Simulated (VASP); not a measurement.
# MgO (Pm-3m) in VASP: further runs, part 2 of 2

VASP 6.6.1.

## (3) Single point, LDA

INCAR

```
ALGO = Normal ; EDIFF = 1E-6
ENCUT = 600 ; GGA = CA
GGA_COMPAT = F ; ISIF = 2
ISMEAR = 0 ; LASPH = T
LCHARG = F ; LREAL = F
LWAVE = F ; NBANDS = 11
NELM = 120 ; PREC = Accurate
SIGMA = 0.01
```

KPOINTS

```
k-points
0
Gamma
  4 4 4
```

POSCAR

```
MgO
1.0
    2.6233491285      0.0000000000      0.0000000000
    0.0000000000      2.6233491285      0.0000000000
    0.0000000000      0.0000000000      2.6233491285
Mg O
1 1
Direct
    0.0000000000      0.0000000000      0.0000000000
    0.5000000000      0.5000000000      0.5000000000
```

Potentials or basis: VASP PAW LDA potentials, release 64 (Mg, O).

Launch:

```console
> cat potpaw_LDA.64/Mg/POTCAR potpaw_LDA.64/O/POTCAR > POTCAR
> mpirun -np 1 vasp_std > vasp.out
```

It took 2 s on 1 thread of Intel Xeon 6975P-C (Granite Rapids), shared host; peak memory 0.12 GiB.

The run converged. Its results:

```
Free energy            : -11.8620 eV
Pressure               : -7.1 GPa
Band gap on the k mesh : 2.54 eV, indirect (least direct gap 3.58 eV)
```

Levels at points of the mesh, in eV from the valence-band top:
```csv
k point,band 2,band 3,band 4,band 5,band 6,band 7
"(0.00, 0.00, 0.00)",-1.04,-1.04,-1.04,2.54,10.19,10.19
"(0.50, 0.00, 0.00)",-6.69,-0.58,-0.58,6.95,9.35,14.29
"(0.50, 0.50, 0.00)",-4.84,-4.84,0.00,4.70,12.04,12.04
"(0.50, 0.50, 0.50)",-3.73,-3.73,-3.73,7.24,7.24,7.24
```

Caveat: the k points lie up to 0.60 Å⁻¹ apart.

## (4) Single point, LDA

INCAR

```
SYSTEM = MgO
PREC = Accurate
ENCUT = 600
EDIFF = 1E-6
ISMEAR = 0
SIGMA = 0.01
LREAL = .False.
LASPH = .True.
NELM = 120
ALGO = Normal
ISIF = 2
LWAVE = .False.
LCHARG = .False.
GGA = CA
NBANDS = 11
GGA_COMPAT = .False.
```

KPOINTS

```
Automatic mesh
0
Gamma
  4 4 4
  0 0 0
```

POSCAR is that of step 3.

Potentials or basis: VASP PAW LDA potentials, release 64 (Mg, O).

Launch:

```console
> cat potpaw_LDA.64/Mg/POTCAR potpaw_LDA.64/O/POTCAR > POTCAR
> mpirun -np 1 vasp_std > vasp.out
```

OUTCAR:

```text
SYSTEM = MgO
   PREC = Accurate
   ENCUT = 600
   EDIFF = 1E-6
   ISMEAR = 0
   LREAL = .False.
   LASPH = .True.
   NELM = 120
   ISIF = 2
   GGA = CA

 ion  position               nearest neighbor table
   1  0.000  0.000  0.000-   2 2.27   2 2.27   2 2.27   2 2.27   2 2.27   2 2.27   2 2.27   2 2.27

   2  0.500  0.500  0.500-   1 2.27   1 2.27   1 2.27   1 2.27   1 2.27   1 2.27   1 2.27   1 2.27

  LATTYP: Found a simple cubic cell.
 ALAT       =     2.6233491285

  Lattice vectors:

 A1 = (   2.6233491285,   0.0000000000,   0.0000000000)
 A2 = (   0.0000000000,   2.6233491285,   0.0000000000)
 A3 = (   0.0000000000,   0.0000000000,   2.6233491285)

Analysis of symmetry for initial positions (statically):
=====================================================================
 Subroutine PRICEL returns:
 Original cell was already a primitive cell.

 Routine SETGRP: Setting up the symmetry group for a
 simple cubic supercell.

 Subroutine GETGRP returns: Found 48 space group operations
 (whereof 48 operations were pure point group operations)
 out of a pool of 48 trial point group operations.

The static configuration has the point symmetry O_h .
[... 157 lines left out ...]
      2       3.8287      2.00000
      3       3.8287      2.00000
      4       3.8287      2.00000
      5       7.4075      0.00000
      6      15.0623      0.00000
      7      15.0623      0.00000
      8      24.9701      0.00000
      9      24.9701      0.00000
     10      24.9701      0.00000
     11      32.1677      0.00000
[... 113 lines left out ...]
 k-point    10 :       0.5000    0.5000    0.5000
  band No.  band energies     occupation
      1     -10.3502      2.00000
      2       1.1404      2.00000
      3       1.1404      2.00000
      4       1.1404      2.00000
      5      12.1086      0.00000
      6      12.1086      0.00000
      7      12.1086      0.00000
      8      20.9983      0.00000
      9      23.5356      0.00000
     10      23.5356      0.00000
     11      23.5356      0.00000

------------------------ aborting loop because EDIFF is reached ----------------------------------------

  FORCE on cell =-STRESS in cart. coord.  units (eV):
  Direction    XX          YY          ZZ          XY          YZ          ZX
  --------------------------------------------------------------------------------------
  -------------------------------------------------------------------------------------
  Total       -0.8008558     -0.8008558     -0.8008558     -0.0000000      0.0000000     -0.0000000
  in kB      -71.0716853    -71.0716853    -71.0716853     -0.0000000      0.0000000     -0.0000000
  external PRESSURE =     -71.0716853 kB  Pullay stress =       0.0000000 kB

 VOLUME and BASIS-vectors are now :
 -----------------------------------------------------------------------------
  energy-cutoff  :      600.00
  volume of cell :       18.05
      direct lattice vectors                 reciprocal lattice vectors
     2.623349129  0.000000000  0.000000000     0.381192114  0.000000000  0.000000000
     0.000000000  2.623349129  0.000000000     0.000000000  0.381192114  0.000000000
     0.000000000  0.000000000  2.623349129     0.000000000  0.000000000  0.381192114

 POSITION                                       TOTAL-FORCE (eV/Angst)
 -----------------------------------------------------------------------------------
      0.00000      0.00000      0.00000         0.000000      0.000000      0.000000
      1.31167      1.31167      1.31167         0.000000      0.000000      0.000000
 -----------------------------------------------------------------------------------
    total drift:                                0.000000     -0.000000     -0.000000

  FREE ENERGIE OF THE ION-ELECTRON SYSTEM (eV)
  ---------------------------------------------------
  free  energy   TOTEN  =       -11.8619813308 eV

  energy  without entropy=      -11.8619813308  energy(sigma->0) =      -11.86198133
```

OSZICAR:

```text
N       E                     dE             d eps       ncg     rms          rms(c)
DAV:   1     0.108289071167E+02    0.10829E+02   -0.48321E+03   260   0.712E+02
DAV:   2    -0.131182566734E+02   -0.23947E+02   -0.23359E+02   252   0.136E+02
DAV:   3    -0.135302599436E+02   -0.41200E+00   -0.41175E+00   253   0.149E+01
DAV:   4    -0.135311705848E+02   -0.91064E-03   -0.91063E-03   232   0.753E-01
DAV:   5    -0.135311731531E+02   -0.25683E-05   -0.25683E-05   263   0.372E-02    0.691E+00
DAV:   6    -0.119608624035E+02    0.15703E+01   -0.83413E+00   220   0.157E+01    0.222E+00
DAV:   7    -0.119009961805E+02    0.59866E-01   -0.77028E-02   223   0.238E+00    0.128E+00
DAV:   8    -0.118625621898E+02    0.38434E-01   -0.54113E-02   228   0.204E+00    0.245E-01
DAV:   9    -0.118622087517E+02    0.35344E-03   -0.33883E-04   238   0.144E-01    0.161E-01
DAV:  10    -0.118619835142E+02    0.22524E-03   -0.45559E-04   226   0.198E-01    0.134E-02
DAV:  11    -0.118619814455E+02    0.20687E-05   -0.36496E-06   235   0.105E-02    0.464E-03
DAV:  12    -0.118619813308E+02    0.11467E-06   -0.13134E-07   110   0.225E-03
   1 F= -.11861981E+02 E0= -.11861981E+02  d E =-.766074-115
```

stdout:

```text
POSCAR found type information on POSCAR MgO
 POSCAR found :  2 types and       2 ions
 scaLAPACK will be used
 LDA part: xc-table for (Slater(with rela. corr.)+CA(PZ))
 , standard interpolation
 POSCAR, INCAR and KPOINTS ok, starting setup
 FFT: planning ... GRIDC
 FFT: planning ... GRID_SOFT
 FFT: planning ... GRID
 WAVECAR not read
 entering main loop
```

Run time: 1.8 s. Hardware: 1 thread of Intel Xeon 6975P-C (Granite Rapids), shared host; peak memory 0.12 GiB.

What came out:

- Free energy: -11.8620 eV
- Pressure: -7.1 GPa
- Band gap on the k mesh: 2.54 eV, indirect (least direct gap 3.58 eV)

Levels at points of the mesh, in eV from the valence-band top:
| k point | band 2 | band 3 | band 4 | band 5 | band 6 | band 7 |
| --- | --- | --- | --- | --- | --- | --- |
| (0.00, 0.00, 0.00) | -1.04 | -1.04 | -1.04 | 2.54 | 10.19 | 10.19 |
| (0.50, 0.00, 0.00) | -6.69 | -0.58 | -0.58 | 6.95 | 9.35 | 14.29 |
| (0.50, 0.50, 0.00) | -4.84 | -4.84 | 0.00 | 4.70 | 12.04 | 12.04 |
| (0.50, 0.50, 0.50) | -3.73 | -3.73 | -3.73 | 7.24 | 7.24 | 7.24 |

Caveat: the k points lie up to 0.60 Å⁻¹ apart. A k mesh can miss the band edges.

## (5) Single point, PBE

INCAR

```
PREC     = Accurate       # precision mode
ENCUT    = 600            # plane-wave cutoff, eV
EDIFF    = 1E-6           # SCF threshold, eV
ISMEAR   = 0              # smearing method
SIGMA    = 0.01           # smearing width, eV
LREAL    = False          # projectors in reciprocal space
LASPH    = True           # aspherical terms in the spheres
NELM     = 120            # most SCF steps
ALGO     = Normal         # electronic algorithm
ISIF     = 2              # what is computed and relaxed
LWAVE    = False          # write WAVECAR
LCHARG   = True           # write CHGCAR
GGA      = PE             # functional
LELF     = True           # ELF
LVHAR    = True         
NBANDS   = 11             # bands
GGA_COMPAT= False
```

KPOINTS

```
Automatic mesh
0
Gamma
  4 4 4
```

POSCAR is that of step 4.

Potentials or basis: VASP PAW PBE potentials, release 64 (Mg, O).

Launch:

```console
> cat potpaw_PBE.64/Mg/POTCAR potpaw_PBE.64/O/POTCAR > POTCAR
> mpirun -np 1 vasp_std > vasp.out
```

It took 2.5 s on 1 thread of Intel Xeon 6975P-C (Granite Rapids), shared host; peak memory 0.13 GiB.

It converged, with:

* Free energy: -10.3509 eV
* Pressure: 5.3 GPa
* Band gap on the k mesh: 2.59 eV, indirect (least direct gap 3.62 eV)

Levels at points of the mesh, in eV from the valence-band top:
```tsv
k point	band 2	band 3	band 4	band 5	band 6	band 7
(0.00, 0.00, 0.00)	-1.02	-1.02	-1.02	2.59	10.43	10.43
(0.50, 0.00, 0.00)	-6.59	-0.57	-0.57	7.08	9.53	14.57
(0.50, 0.50, 0.00)	-4.77	-4.77	0.00	4.95	12.28	12.28
(0.50, 0.50, 0.50)	-3.68	-3.68	-3.68	7.49	7.49	7.49
```

Caveat: the k points lie up to 0.60 Å⁻¹ apart. A k mesh can miss the band edges.

## (6) Single point, LDA

INCAR

```
SYSTEM = MgO
  ALGO = Normal
  EDIFF = 1E-6
  ENCUT = 600
  GGA = CA
  GGA_COMPAT = .False.
  ISIF = 2
  ISMEAR = 0
  LASPH = .True.
  LCHARG = .True.
  LELF = .True.
  LREAL = .False.
  LVHAR = .True.
  LWAVE = .False.
  NBANDS = 11
  NELM = 120
  PREC = Accurate
  SIGMA = 0.01
```

KPOINTS

```
k-points
0
Gamma
  6 6 6
  0 0 0
```

POSCAR is that of step 5.

Potentials or basis: VASP PAW LDA potentials, release 64 (Mg, O).

Launch:

```console
> cat potpaw_LDA.64/Mg/POTCAR potpaw_LDA.64/O/POTCAR > POTCAR
> mpirun -np 1 vasp_std > vasp.out
```

Run time: 2.7 s. Hardware: 1 thread of Intel Xeon 6975P-C (Granite Rapids), shared host; peak memory 0.12 GiB.

Results (log left out):

| Quantity | Value |
| --- | --- |
| Free energy | -11.9008 eV |
| Pressure | -7.1 GPa |
| Band gap on the k mesh | 2.57 eV, indirect (least direct gap 3.60 eV) |

Levels at points of the mesh, in eV from the valence-band top:
| k point | band 1 | band 2 | band 3 | band 4 | band 5 | band 6 | band 7 | band 8 | band 9 |
| --- | --- | --- | --- | --- | --- | --- | --- | --- | --- |
| (0.00, 0.00, 0.00) | -18.35 | -1.04 | -1.04 | -1.04 | 2.57 | 10.23 | 10.23 | 20.14 | 20.14 |
| (0.50, 0.00, 0.00) | -17.04 | -6.66 | -0.58 | -0.58 | 6.98 | 9.37 | 14.33 | 17.32 | 17.89 |
| (0.50, 0.50, 0.00) | -16.12 | -4.82 | -4.82 | 0.00 | 4.75 | 12.06 | 12.06 | 13.28 | 19.14 |
| (0.50, 0.50, 0.50) | -15.22 | -3.72 | -3.72 | -3.72 | 7.28 | 7.28 | 7.28 | 16.18 | 18.69 |

A k mesh can miss the band edges.

## (7) Overview

| level | potentials or basis | k mesh | gap on the mesh (eV) | pressure (GPa) |
| --- | --- | --- | --- | --- |
| PBE | VASP PAW PBE potentials, release 64 (Mg, O) | 2 × 2 × 2 | 2.11 | 11.5 |
| LDA | VASP PAW LDA potentials, release 64 (Mg, O) | 4 × 4 × 4 | 2.54 | -7.1 |
| PBE | VASP PAW PBE potentials, release 64 (Mg, O) | 4 × 4 × 4 | 2.59 | 5.3 |
| LDA | VASP PAW LDA potentials, release 64 (Mg, O) | 6 × 6 × 6 | 2.57 | -7.1 |

Alike in all rows: task single point; no spin polarisation; cell as given; cutoff (eV) 600; smearing gaussian 0.01 eV.

Caveats: some runs use coarse meshes.

Absolute energies hang on the potentials; compare differences alone.
